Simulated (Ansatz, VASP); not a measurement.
# Two plane-wave programs on CO2

```
C O
1.0
    10.99467    0.00000    0.00000
     0.00000    3.76682    0.00000
     0.00000    0.00000    5.58326
C O
4 8
Direct
  0.66376 0.23728 0.10228
  0.33624 0.76272 0.60228
  0.83624 0.73728 0.60228
  0.16376 0.26272 0.10228
  0.56542 0.32771 0.04862
  0.43458 0.67229 0.54862
  0.93458 0.82771 0.54862
  0.06542 0.17229 0.04862
  0.76255 0.14674 0.15710
  0.23745 0.85326 0.65710
  0.73745 0.64674 0.65710
  0.26255 0.35326 0.15710
```

Alike in both runs: task single point; functional PBEsol; k mesh 2 × 6 × 4; occupations gaussian, width 0.1 eV; no spin polarisation.

|  | VASP | Ansatz |
| --- | --- | --- |
| version | VASP 6.6.1 | Ansatz 0.2.0 |
| potentials or method | VASP PAW PBE potentials, release 64 (C, O), cutoff 520 eV | scalar-relativistic, plane waves, PAW |
| valence electrons in the cell | 64 | 64 |

VASP gave:

| Property | Result |
| --- | --- |
| gap on the k mesh at the Fermi level (eV) | 6.49 |
| least direct gap on the mesh (eV) | 6.49 |
| pressure (GPa) | -0.4 |
| traceless stress, the component that is largest in VASP (GPa) | -0.36 |
| rms of the force components (eV/Å) | 0.073 |

Q: Which values does Ansatz return?

A: gap on the k mesh at the Fermi level (eV): 6.51; least direct gap on the mesh (eV): 6.51; pressure (GPa): -1.6; traceless stress, the component that is largest in VASP (GPa): -2.60; rms of the force components (eV/Å): 0.385.

VASP's potentials were made for PBE, not for PBEsol. Atom by atom the forces differ by 0.315 eV/Å (rms over components). With one functional, cell and mesh, what is left measures potentials, basis and numerics.

Noted on VASP's run: the standard files for N, O and F lose accuracy on very short bonds.
